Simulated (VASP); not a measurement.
# Si (Fmmm) in VASP: notebook

Runs on Si. Level: r2SCAN. Tasks: single point.

Program: VASP 6.6.1. These are calculated values, not measurements. Logs are shortened: lines on timing, memory, paths and dates and some standing lists are left out, and cuts for length are marked.

### 1 The cell of the first run

It takes space group Fmmm (No. 69, orthorhombic). The conventional cell has a = 4.901 Å, b = 5.342 Å, c = 9.298 Å, α = 90.00°, β = 90.00°, γ = 90.00°. Si (site symmetry m2m) has 8 Si at 2.45 to 2.89 Å within 3.2 Å. Within 3.3 Å of Si (site symmetry mm2) lie 8 Si at 2.50 to 2.85 Å.

### 2 Single point, r2SCAN

POSCAR reads:

```
Si
1.0
    2.4503381361     -2.6709151058      0.0000000000
   -2.4503381361      0.0000000000     -4.6491148917
    4.9006762722      5.3418302117      0.0000000000
Si
8
Direct
    0.2706902173      0.0000000000      0.3646548914
    0.2706902173      0.0000000000      0.8646548914
    0.7293097827      0.0000000000      0.1353451086
    0.7293097827      0.0000000000      0.6353451086
    0.2237615248      0.4475230495      0.1118807624
    0.2237615248      0.4475230495      0.6118807624
    0.7762384752      0.5524769505      0.3881192376
    0.7762384752      0.5524769505      0.8881192376
```

INCAR.step1 reads:

```
PREC = Accurate
ENCUT = 520
ISMEAR = 0
SIGMA = 0.15
LREAL = False
LASPH = True
NELM = 100
NBANDS = 26
GGA = PE
ALGO = Normal
EDIFF = 1E-4
LWAVE = True
LCHARG = False
```

INCAR.step2 reads:

```
PREC = Accurate
ENCUT = 520
EDIFF = 1E-6
ISMEAR = 0
SIGMA = 0.15
LREAL = False
LASPH = True
NELM = 100
ALGO = Normal
ISIF = 2
LWAVE = False
LCHARG = False
METAGGA = R2SCAN
LMIXTAU = True
NBANDS = 26
ISTART = 1
```

KPOINTS reads:

```
regular mesh
0
Gamma
  10 8 6
```

Potentials or basis: VASP PAW PBE potentials, release 64 (Si).

Started as:

```bash
$ cat potpaw_PBE.64/Si/POTCAR > POTCAR
$ cp INCAR.step1 INCAR
$ mpirun -np 1 vasp_std > vasp.out
$ cp INCAR.step2 INCAR
$ mpirun -np 1 vasp_std > vasp.out
```

OUTCAR:

```text
PREC = Accurate
   ENCUT = 520
   EDIFF = 1E-6
   ISMEAR = 0
   LREAL = False
   LASPH = True
   NELM = 100
   ISIF = 2
   METAGGA = R2SCAN
   ISTART = 1

 ion  position               nearest neighbor table
   1  0.271  0.000  0.365-   3 2.45   4 2.46   3 2.46   7 2.53   6 2.53   7 2.85   5 2.85   4 2.89

   2  0.271  0.000  0.865-   4 2.45   3 2.46   4 2.46   8 2.53   5 2.53   8 2.85   6 2.85   3 2.89

   3  0.729  0.000  0.135-   1 2.45   2 2.46   1 2.46   5 2.53   8 2.53   5 2.85   7 2.85   2 2.89

   4  0.729  0.000  0.635-   2 2.45   1 2.46   2 2.46   6 2.53   7 2.53   6 2.85   8 2.85   1 2.89

   5  0.224  0.448  0.112-   7 2.50   8 2.50   3 2.53   2 2.53   8 2.72   7 2.72   3 2.85   1 2.85

   6  0.224  0.448  0.612-   8 2.50   7 2.50   4 2.53   1 2.53   7 2.72   8 2.72   4 2.85   2 2.85

   7  0.776  0.552  0.388-   5 2.50   6 2.50   1 2.53   4 2.53   6 2.72   5 2.72   1 2.85   3 2.85

   8  0.776  0.552  0.888-   6 2.50   5 2.50   2 2.53   3 2.53   5 2.72   6 2.72   2 2.85   4 2.85

  LATTYP: Found a triclinic cell.
 ALAT       =     5.2553236111
 B/A-ratio  =     1.0202457231
 C/A-ratio  =     1.7627496343
 COS(alpha) =     0.0042864240
 COS(beta)  =     0.4439673129
 COS(gamma) =     0.7670732654

  Lattice vectors:

 A1 = (   2.4503381361,   0.0000000000,   4.6491148917)
 A2 = (   0.0000000000,   2.6709151058,   4.6491148917)
 A3 = (   0.0000000000,  -8.0127453175,   4.6491148917)

Analysis of symmetry for initial positions (statically):
=====================================================================
 Subroutine PRICEL returns following result:

  LATTYP: Found a face centered orthorhombic cell.
 ALAT       =     4.9006762722
 B/A-ratio  =     1.0900189923
 C/A-ratio  =     1.8973360546

  Lattice vectors:

 A1 = (   0.0000000000,   2.6709151058,   4.6491148917)
 A2 = (   2.4503381361,   0.0000000000,   4.6491148917)
 A3 = (   2.4503381361,   2.6709151058,   0.0000000000)

   2 primitive cells build up your supercell.

 Routine SETGRP: Setting up the symmetry group for a
 triclinic supercell.

 Subroutine GETGRP returns: Found  2 space group operations
 (whereof  2 operations were pure point group operations)
 out of a pool of  2 trial point group operations.

The static configuration has the point symmetry S_2 .

Analysis of symmetry for dynamics (positions and initial velocities):
=====================================================================
 Subroutine PRICEL returns following result:

  LATTYP: Found a face centered orthorhombic cell.
 ALAT       =     4.9006762722
 B/A-ratio  =     1.0900189923
 C/A-ratio  =     1.8973360546

  Lattice vectors:

 A1 = (   0.0000000000,   2.6709151058,   4.6491148917)
 A2 = (   2.4503381361,   0.0000000000,   4.6491148917)
 A3 = (   2.4503381361,   2.6709151058,   0.0000000000)

   2 primitive cells build up your supercell.

 Routine SETGRP: Setting up the symmetry group for a
 triclinic supercell.

 Subroutine GETGRP returns: Found  2 space group operations
 (whereof  2 operations were pure point group operations)
 out of a pool of  2 trial point group operations.

The dynamic configuration has the point symmetry S_2 .

 Subroutine INISYM returns: Found  2 space group operations
 (whereof  2 operations are pure point group operations),
 and found     2 'primitive' translations

----------------------------------------------------------------------------------------

                                     Primitive cell

  volume of cell :      60.8536

  direct lattice vectors                    reciprocal lattice vectors
     0.000000000  2.670915106  4.649114892    -0.204053470  0.187201757  0.107547353
     2.450338136  0.000000000  4.649114892     0.204053470 -0.187201757  0.107547353
     2.450338136  2.670915106  0.000000000     0.204053470  0.187201757 -0.107547353

  length of vectors
     5.361721438  5.255323611  3.624630255     0.297066911  0.297066911  0.297066911

  position of ions in fractional coordinates (direct lattice)
     0.729309783  0.270690217  0.729309783
     0.270690217  0.729309783  0.270690217
     0.776238475  0.776238475  0.223761525
     0.223761525  0.223761525  0.776238475

  ion indices of the primitive-cell ions
   primitive index   ion index
                 1           1
                 2           3
                 3           6
                 4           7

----------------------------------------------------------------------------------------

 KPOINTS: regular mesh

Automatic generation of k-mesh.
 Grid dimensions read from file:
 generate k-points for:   10    8    6

 Generating k-lattice:

  Cartesian coordinates                     Fractional coordinates (reciprocal lattice)
     0.020405347 -0.018720176 -0.010754735     0.100000000  0.000000000  0.000000000
     0.000000000  0.000000000 -0.026886838     0.000000000  0.125000000  0.000000000
     0.017004456  0.015600146 -0.008962279    -0.000000000  0.000000000  0.166666667

  Length of vectors
     0.029706691  0.026886838  0.024755576

  Shift w.r.t. Gamma in fractional coordinates (k-lattice)
     0.000000000  0.000000000  0.000000000

 Subroutine IBZKPT returns following result:
 ===========================================

 Found    244 irreducible k-points:

 Following reciprocal coordinates:
            Coordinates               Weight
  0.000000  0.000000  0.000000      1.000000
  0.100000 -0.000000  0.000000      2.000000
  0.200000 -0.000000  0.000000      2.000000
  0.300000  0.000000  0.000000      2.000000
  0.400000  0.000000 -0.000000      2.000000
  0.500000 -0.000000  0.000000      1.000000
[... 16 lines left out ...]
 -0.400000  0.250000  0.000000      2.000000
 -0.300000  0.250000  0.000000      2.000000
 [... further k-points ...]
   k-points           NKPTS =    244   k-points in BZ     NKDIM =    244   number of bands    NBANDS=     26
   number of dos      NEDOS =    301   number of ions     NIONS =      8
   total plane-waves  NPLWV =  60480
   dimension x,y,z NGX =    28 NGY =   40 NGZ =   54
   dimension x,y,z NGXF=    56 NGYF=   80 NGZF=  108
   ions per type =               8
   NGX,Y,Z   is equivalent  to a cutoff of  12.84, 12.65, 12.38 a.u.
   NGXF,Y,Z  is equivalent  to a cutoff of  25.68, 25.31, 24.77 a.u.
 SYSTEM =  unknown system
   PREC   = accura    normal or accurate (medium, high low for compatibility)
   ISTART =      1    job   : 0-new  1-cont  2-samecut
   ICHARG =      0    charge: 1-file 2-atom 10-const
   ISPIN  =      1    spin polarized calculation?
   LNONCOLLINEAR =      F non collinear calculations
   LSORBIT =      F    spin-orbit coupling
   LASPH  =      T    aspherical Exc in radial PAW
   ENCUT  =  520.0 eV  38.22 Ry    6.18 a.u.   6.74  9.77 13.48*2*pi/ulx,y,z
   NELM   =    100;   NELMIN=  2; NELMDL=  0     # of ELM steps
   EDIFF  = 0.1E-05   stopping-criterion for ELM
   LREAL  =      F    real-space projection
   EDIFFG = 0.1E-04   stopping-criterion for IOM
   NSW    =      0    number of steps for IOM
   IBRION =     -1    ionic relax: 0-MD 1-quasi-New 2-CG
   NFREE  =      0    steps in history (QN), initial steepest desc. (CG)
   ISIF   =      2    stress and relaxation
   ISYM   =      2    0-nonsym 1-usesym 2-fastsym
   POTIM  = 0.5000    time-step for ionic-motion
   TEBEG  =    0.0;   TEEND  =   0.0 temperature during run
   PSTRESS=    0.0 pullay stress
   NELECT =      32.0000    total number of electrons
   NUPDOWN=      -1.0000    fix difference up-down
   EMIN   =  10.00;   EMAX   =-10.00  energy-range for DOS
   EFERMI =   0.00;   METHOD = LEGACY
   ISMEAR =     0;   SIGMA  =   0.15  broadening in eV -4-tet -1-fermi 0-gaus
   EFERMI_NEDOS =   21; number of points for ismear=-14 and -15
   IALGO  =     38    algorithm
   IMIX   =      4    mixing-type and parameters
     AMIX     =   0.40;   BMIX     =  1.00
     AMIX_MAG =   1.60;   BMIX_MAG =  1.00
  volume/ion in A,a.u.               =      15.21       102.67
  Fermi-wavevector in a.u.,A,eV,Ry     =   1.048784  1.981914 14.965698  1.099948
  Thomas-Fermi vector in A             =   2.183720
   LORBIT       =      0    0 simple, 1 ext, 2 COOP (PROOUT), +10 PAW based schemes
   METAGGA = R2SCAN    functional components
   LHFCALC =     F    Hartree Fock is set to
   AEXX    =    0.0000 exact exchange contribution
   IVDW    =     0    specifies the selected vdW correction
   LEPSILON=     F    determine dielectric tensor
   LRPA    =     F    only Hartree local field effects (RPA)
 non-spin polarized calculation
 Gauss-broadening in eV      SIGMA  =   0.15
  energy-cutoff  :      520.00
  volume of cell :      121.71
 maximum number of plane-waves:      3297
   NGX = 13   NGY = 19   NGZ = 27

 number of electron      32.0000000 magnetization

 Free energy of the ion-electron system (eV)
  ---------------------------------------------------
  ext. energy  EPLUGINS =         0.00000000
  ---------------------------------------------------
  free energy    TOTEN  =       -66.68533382 eV

  energy without entropy =      -66.65411065  energy(sigma->0) =      -66.66972223

 E-fermi :   9.2122     XC(G=0): -11.4974

 val. band max:        9.2112360653   @ k =   0.2000   0.5000   0.3333
 cond. band min:       9.2129951739   @ k =   0.3000  -0.1250   0.3333
 fundamental gap:      0.0017591087
 Fermi energy:         9.2122156888

 k-point     1 :       0.0000    0.0000    0.0000
  band No.  band energies     occupation
      1      -5.3340      2.00000
      2      -2.0827      2.00000
      3      -1.9611      2.00000
      4       1.1297      2.00000
      5       1.1900      2.00000
      6       1.6347      2.00000
[... 18 lines left out ...]
     25      14.3817      0.00000
     26      14.5033      0.00000

 k-point     2 :       0.1000   -0.0000    0.0000
  band No.  band energies     occupation
      1      -5.2001      2.00000
      2      -2.1588      2.00000
      3      -1.6287      2.00000
      4       0.9125      2.00000
      5       1.0681      2.00000
      6       1.9922      2.00000
[... 18 lines left out ...]
     25      13.6699      0.00000
[... 608 lines left out ...]
     25      14.9232      0.00000
     26      15.5456      0.00000

 k-point    24 :      -0.3000    0.2500    0.0000
  band No.  band energies     occupation
      1      -4.2206      2.00000
      2      -1.0956      2.00000
      3      -0.8530      2.00000
      4       1.1157      2.00000
      5       1.2309      2.00000
      6       1.3110      2.00000
[... 18 lines left out ...]
     25      15.4411      0.00000
     26      15.4568      0.00000

 [... further k-points ...]
[... 5 lines left out ...]
  --------------------------------------------------------------------------------------
  -------------------------------------------------------------------------------------
  Total       -0.7325546      0.2364616      0.2146368     -0.1032689      0.1064548      0.0488529
  in kB       -9.6434896      3.1128260      2.8255200     -1.3594514      1.4013910      0.6431092
  external PRESSURE =      -1.2350479 kB  Pullay stress =       0.0000000 kB

 VOLUME and BASIS-vectors are now :
 -----------------------------------------------------------------------------
  energy-cutoff  :      520.00
  volume of cell :      121.71
      direct lattice vectors                 reciprocal lattice vectors
     2.450338136 -2.670915106  0.000000000     0.204053470 -0.187201757 -0.107547353
    -2.450338136  0.000000000 -4.649114892     0.000000000  0.000000000 -0.215094706
     4.900676272  5.341830212  0.000000000     0.102026735  0.093600878 -0.053773676

 POSITION                                       TOTAL-FORCE (eV/Angst)
 -----------------------------------------------------------------------------------
      2.45034      1.22493      0.00000        -0.005863      0.003427      0.006459
      4.90068      3.89585      0.00000        -0.005863      0.003427      0.006459
      2.45034     -1.22493      0.00000         0.005863     -0.003427     -0.006459
      4.90068      1.44598      0.00000         0.005863     -0.003427     -0.006459
      0.00000      0.00000     -2.08059         0.005280     -0.002078      0.003708
      2.45034      2.67092     -2.08059         0.005280     -0.002078      0.003708
      2.45034      0.00000     -2.56853        -0.005280      0.002078     -0.003708
      4.90068      2.67092     -2.56853        -0.005280      0.002078     -0.003708
 -----------------------------------------------------------------------------------
    total drift:                               -0.000000     -0.000000     -0.000000

  FREE ENERGIE OF THE ION-ELECTRON SYSTEM (eV)
  ---------------------------------------------------
  free  energy   TOTEN  =       -66.6853338160 eV

  energy  without entropy=      -66.6541106525  energy(sigma->0) =      -66.66972223
```

Wall time 29 min (1 thread of Intel Xeon 6975P-C, shared host); peak memory 0.61 GiB.

What came out:

* Free energy: -66.6853 eV
* Pressure: -0.1 GPa
* Largest force: 0.009 eV/Å
* Band gap on the k mesh: zero (band 16 reaches 10.97 eV, above the bottom of band 17 at 7.77 eV)

Forces on the atoms (eV/Å):
```
Si  -0.006  0.003  0.006
Si  -0.006  0.003  0.006
Si   0.006 -0.003 -0.006
Si   0.006 -0.003 -0.006
Si   0.005 -0.002  0.004
Si   0.005 -0.002  0.004
Si  -0.005  0.002 -0.004
Si  -0.005  0.002 -0.004
```

Caveat: the PAW data sets were made with another functional, which shifts forces and pressure a little.

### 3 Single point, r2SCAN

This run uses another cell than the first one: it holds 4 atoms, not 8.

POSCAR reads:

```
Si
1.0
    0.0000000000      2.6709151044      4.6491148938
    2.4503381364      0.0000000000      4.6491148938
    2.4503381364      2.6709151044      0.0000000000
Si
4
Direct
    0.7293097828      0.2706902172      0.7293097828
    0.2706902172      0.7293097828      0.2706902172
    0.7762384754      0.7762384754      0.2237615246
    0.2237615246      0.2237615246      0.7762384754
```

INCAR.step1 reads:

```
SYSTEM = Si
ALGO = Normal
EDIFF = 1E-4
ENCUT = 520
GGA = PE
ISMEAR = 0
LASPH = .TRUE.
LCHARG = .FALSE.
LREAL = .FALSE.
LWAVE = .TRUE.
NBANDS = 16
NELM = 100
PREC = Accurate
SIGMA = 0.1
```

INCAR.step2 reads:

```
SYSTEM = Si
ALGO = Normal
EDIFF = 1E-6
ENCUT = 520
ISIF = 2
ISMEAR = 0
ISTART = 1
LASPH = .TRUE.
LCHARG = .TRUE.
LELF = .TRUE.
LMIXTAU = .TRUE.
LREAL = .FALSE.
LVHAR = .TRUE.
LWAVE = .FALSE.
METAGGA = R2SCAN
NBANDS = 16
NELM = 100
PREC = Accurate
SIGMA = 0.1
```

KPOINTS reads:

```
k-points
0
G
  12 12 12
  0 0 0
```

Potentials or basis: VASP PAW PBE potentials, release 64 (Si).

Started as:

```bash
$ cat potpaw_PBE.64/Si/POTCAR > POTCAR
$ cp INCAR.step1 INCAR
$ mpirun -np 1 vasp_std > vasp.out
$ cp INCAR.step2 INCAR
$ mpirun -np 1 vasp_std > vasp.out
```

Run time: 14 min. Hardware: 1 thread of Oxide Virtual Turin-like, shared host; peak memory 0.3 GiB.

It converged, with:

```
Free energy            : -33.3439 eV
Pressure               : -0.1 GPa
Largest force          : 0.011 eV/Å
Band gap on the k mesh : zero (band 8 reaches 11.24 eV, above the bottom of band 9 at 7.06 eV)
```

Forces on the atoms (eV/Å):
```
Si   0.000 -0.005  0.000
Si   0.000  0.005  0.000
Si   0.000  0.000  0.011
Si   0.000  0.000 -0.011
```

Stress tensor (GPa, compression positive):
```
-0.16  0.00  0.00
 0.00 -0.12  0.00
 0.00  0.00 -0.06
```

Levels at points of the mesh, in eV from the Fermi level:
```tsv
k point	band 5	band 6	band 7	band 8	band 9	band 10	band 11	band 12
(0.00, 0.00, 0.00)	-2.67	-2.41	-2.14	-1.97	-1.55	1.60	2.08	5.28
(0.50, 0.00, 0.00)	-1.76	-1.48	-1.28	0.17	0.31	0.39	3.27	3.31
(0.50, 0.50, 0.00)	-2.82	-2.64	0.15	1.02	1.86	2.74	3.14	3.42
(0.50, 0.00, 0.50)	-5.81	-5.48	-3.05	-2.68	-2.06	-1.81	5.50	6.34
(0.00, 0.50, 0.50)	-7.19	-6.83	-2.81	-2.25	-1.88	1.65	4.91	5.47
```

Caveat: the PAW data sets were made with another functional, which shifts forces and pressure a little.
